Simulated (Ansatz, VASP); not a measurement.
**V3H2: VASP beside Ansatz**

```
CELL_PARAMETERS angstrom
3.32902 0.00000 0.00000
-1.66451 2.88302 0.00000
0.00000 0.00000 5.17942
ATOMIC_POSITIONS crystal
V 0.00000 0.00000 0.00000
V 0.33333 0.66667 0.64500
V 0.66667 0.33333 0.35500
H 0.33333 0.66667 0.24500
H 0.66667 0.33333 0.75500
```

Alike in both runs: task single point; functional PBE; k mesh 6 × 6 × 4; occupations gaussian, width 0.1 eV; collinear spin.

|  | VASP | Ansatz |
| --- | --- | --- |
| version | VASP 6.6.1 | Ansatz 0.2.0 |
| potentials or method | VASP PAW PBE potentials, release 64 (V_sv, H), cutoff 520 eV | scalar-relativistic, plane waves, PAW |
| valence electrons in the cell | 41 | 41 |

|  | VASP | Ansatz | Ansatz less VASP |
| --- | --- | --- | --- |
| gap on the k mesh at the Fermi level (eV) | none | none | - |
| pressure (GPa) | -10.0 | -10.2 | -0.16 |
| traceless stress, the component that is largest in VASP (GPa) | 13.37 | 13.37 | +0.001 |
| rms of the force components (eV/Å) | 0.640 | 0.632 | -0.0078 |
| net moment per atom (μB) | 0.00 | 0.00 | 0.000 |

Atom by atom the forces differ by 0.008 eV/Å (rms over components). A gap of «none» marks a metal or a gap that the smearing closes. Ansatz's warnings: seeded moment not kept.

The k mesh is coarse, so the values compare programs but aren't converged.
